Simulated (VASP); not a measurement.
A run of VASP 6.6.1 is set up as follows.

Contents of INCAR:

```
SYSTEM = Sn
ALGO = Normal
EDIFF = 1E-6
ENCUT = 520
GGA = RP
ISIF = 2
ISMEAR = -1
LASPH = .TRUE.
LCHARG = .TRUE.
LELF = .TRUE.
LREAL = .FALSE.
LVHAR = .TRUE.
LWAVE = .FALSE.
NBANDS = 13
NELM = 100
PREC = Accurate
SIGMA = 0.05
```

Contents of KPOINTS:

```
k-points
0
G
  10 10 10
  0 0 0
```

File POSCAR:

```
Sn
1.0
   -2.0291894110      2.0291894110      1.6607599896
    2.0291894110     -2.0291894110      1.6607599896
    2.0291894110      2.0291894110     -1.6607599896
Sn
1
Direct
    0.0000000000      0.0000000000      0.0000000000
```

Potentials or basis: VASP PAW PBE potentials, release 64 (Sn_d).

Run with:

```bash
$ cat potpaw_PBE.64/Sn_d/POTCAR > POTCAR
$ mpirun -np 1 vasp_std > vasp.out
```

Estimate the band gap on the k mesh.

zero (band 7 reaches 14.91 eV, above the bottom of band 8 at 6.06 eV).

Predict the pressure.

2.3 GPa.

Stress tensor (GPa, compression positive):
```
1.78 0.00 0.00
0.00 1.78 0.00
0.00 0.00 3.29
```

Caveat: the PAW data sets were made with another functional, which shifts forces and pressure a little; spin-orbit coupling is left out, which moves the levels of the heavy elements.
